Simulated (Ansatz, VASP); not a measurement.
**LiRu2: VASP beside Ansatz**

Contents of INCAR:

```
SYSTEM = LiRu2
ALGO = Normal
EDIFF = 1E-7
EDIFFG = -0.01
ENCUT = 600
GGA = PE
IBRION = 2
ISIF = 3
ISMEAR = 0
LASPH = .TRUE.
LCHARG = .FALSE.
LREAL = .FALSE.
LWAVE = .FALSE.
NELM = 60
NSW = 100
PREC = Accurate
SIGMA = 0.1
```

File KPOINTS:

```
k-points
0
G
  14 14 14
  0 0 0
```

File POSCAR:

```
LiRu2
1.0
    0.0000000000      2.7299666910      2.7299666910
    2.7299666910      0.0000000000      2.7299666910
    2.7299666910      2.7299666910      0.0000000000
Li Ru
1 2
Direct
    0.0000000000      0.0000000000      0.0000000000
    0.2500000000      0.2500000000      0.2500000000
    0.7500000000      0.7500000000      0.7500000000
```

Input for Ansatz:

```yaml
crystal:
  lattice:
    - [0.0, 2.729966691, 2.729966691]
    - [2.729966691, 0.0, 2.729966691]
    - [2.729966691, 2.729966691, 0.0]
  atoms:
    - { symbol: Li, position: [0.0, 0.0, 0.0] }
    - { symbol: Ru, position: [0.25, 0.25, 0.25] }
    - { symbol: Ru, position: [0.75, 0.75, 0.75] }
basis:
  ecutwfc: 420
kpoints:
  mp_grid: { grid: [14, 14, 14] }
hamiltonian:
  xc: pbe
scf:
  occupations: { method: gaussian, width: 0.1 }
output:
  forces: true
  stress: true
  eigenvalues: true
relax:
  adjacent_minimum: "off"
  f_tol: 0.01
  max_steps: 80
  cell: { stress_tol: 0.05 }
```

Alike in both runs: task relaxation of cell and atoms; functional PBE; k mesh 14 × 14 × 14; occupations gaussian, width 0.1 eV; no spin polarisation.

```csv
,VASP,Ansatz
version,VASP 6.6.1,Ansatz 0.2.0
potentials or method,"VASP PAW PBE potentials, release 64 (Li_sv, Ru_pv), cutoff 600 eV","scalar-relativistic, plane waves, PAW"
valence electrons in the cell,31,35
```

Ansatz gave:

```
gap on the k mesh at the Fermi level, each at its own relaxed structure (eV)  : none
relaxed volume (Å³/atom)                                                      : 13.55
relaxed length of the cell vector where the two differ most in proportion (Å) : 3.859
```

Question: What did VASP give for the same quantities?

Answer: gap on the k mesh at the Fermi level, each at its own relaxed structure (eV): none; relaxed volume (Å³/atom): 13.56; relaxed length of the cell vector where the two differ most in proportion (Å): 3.861.

A gap of «none» marks a metal or a gap that the smearing closes. VASP's potentials hold 31 valence electrons a cell and Ansatz's 35, so a difference there can come from the potentials and not from the codes.

Noted on VASP's run: the cutoff is under 1.25 times that of the potentials, so the pressure is a little rough; the relaxation stopped at its first step, so nothing moved.
